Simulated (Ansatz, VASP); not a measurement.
TiN: VASP beside Ansatz

```xyz
2
Lattice="0.0000 2.1290 2.1290 2.1290 0.0000 2.1290 2.1290 2.1290 0.0000" Properties=species:S:1:pos:R:3 pbc="T T T"
Ti    0.0000    0.0000    0.0000
N     2.1290    2.1290    2.1290
```

Change from the starting cell: volume scaled by 1.01, crystal datasets.

Alike in both runs: task electric field gradients; functional PBEsol; k mesh 17 × 17 × 17; occupations fermi-dirac, width 0.05 eV; no spin polarisation.

```csv
,VASP,Ansatz
version,VASP 6.6.1,Ansatz 0.2.0
potentials or method,"VASP PAW PBE potentials, release 64 (Ti_sv, N), cutoff 520 eV","all-electron PAW with datasets made for the crystal, scalar-relativistic"
```

```csv
,VASP,Ansatz,Ansatz less VASP
pressure (GPa),-10.2,-10.6,-0.48
```

VASP's potentials were made for PBE, not for PBEsol. Ansatz ran all-electron here, and VASP with PAW potentials.
